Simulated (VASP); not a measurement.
**Se: single point with PBEsol**

Crystal: Se.

```xyz
1
Lattice="1.9250 1.1114 0.8817 -1.9250 1.1114 0.8817 0.0000 -2.2228 0.8817" Properties=species:S:1:pos:R:3 pbc="T T T"
Se    0.0000    0.0000    0.0000
```

```yaml
Program: VASP 6.6.1
Task: single point
Functional: PBEsol
Potentials_or_basis: VASP PAW PBE potentials, release 64 (Se)
Cutoff: 520 eV
k_mesh: 13 × 13 × 13
Occupations: fermi-dirac, width 0.02 eV
Spin: no spin polarisation
Dipole_correction: no
Further_INCAR_settings: ALGO = Normal; EDIFF = 1e-06; NBANDS = 9
```

```json
{"Pressure": "151.9 GPa", "Band gap on the k mesh": "zero (band 3 reaches 22.52 eV, above the bottom of band 4 at 7.59 eV)"}
```

Stress tensor (GPa, compression positive):
```
154.78   0.00   0.00
  0.00 154.78   0.00
  0.00   0.00 146.14
```

Levels at points of the mesh, in eV from the Fermi level:
| k point | band 1 | band 2 | band 3 | band 4 | band 5 | band 6 | band 7 | band 8 |
| --- | --- | --- | --- | --- | --- | --- | --- | --- |
| (0.00, 0.00, 0.00) | -23.70 | 5.49 | 7.75 | 7.75 | 12.39 | 12.39 | 14.82 | 18.48 |

Wall time 29 s on 1 thread of Intel Xeon 8259CL, on a shared host, peak memory 0.14 GiB.

Caveat: the PAW data sets were made with another functional, which shifts forces and pressure a little.
